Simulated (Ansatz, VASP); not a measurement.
**In4Ru in VASP and in Ansatz**

```
In Ru
1.0
    -3.14547    3.14547    3.14547
     3.14547   -3.14547    3.14547
     3.14547    3.14547   -3.14547
In Ru
4 1
Direct
  0.00000 0.00000 0.50000
  0.00000 0.50000 0.00000
  0.50000 0.00000 0.00000
  0.50000 0.50000 0.50000
  0.00000 0.00000 0.00000
```

Change from the starting cell: species swapped into the CrGa4 type (Im-3m, No. 229).

Alike in both runs: functional PBE; k mesh 4 × 4 × 4; occupations gaussian, width 0.2 eV; no spin polarisation.

Ansatz relaxed the structure, and its values are those at the end. VASP's run is a single point on that final structure, the one shown.

|  | VASP | Ansatz |
| --- | --- | --- |
| version | VASP 6.6.1 | Ansatz 0.2.0 |
| potentials or method | VASP PAW PBE potentials, release 64 (In_d, Ru_pv), cutoff 520 eV | scalar-relativistic, plane waves, PAW |
| valence electrons in the cell | 66 | 68 |

```tsv
	VASP	Ansatz	Ansatz less VASP
gap on the k mesh at the Fermi level (eV)	none	none	-
pressure (GPa)	-0.5	-0.4	+0.07
```

A gap of «none» marks a metal or a gap that the smearing closes. VASP's potentials hold 66 valence electrons a cell and Ansatz's 68, so a difference there can come from the potentials and not from the codes.
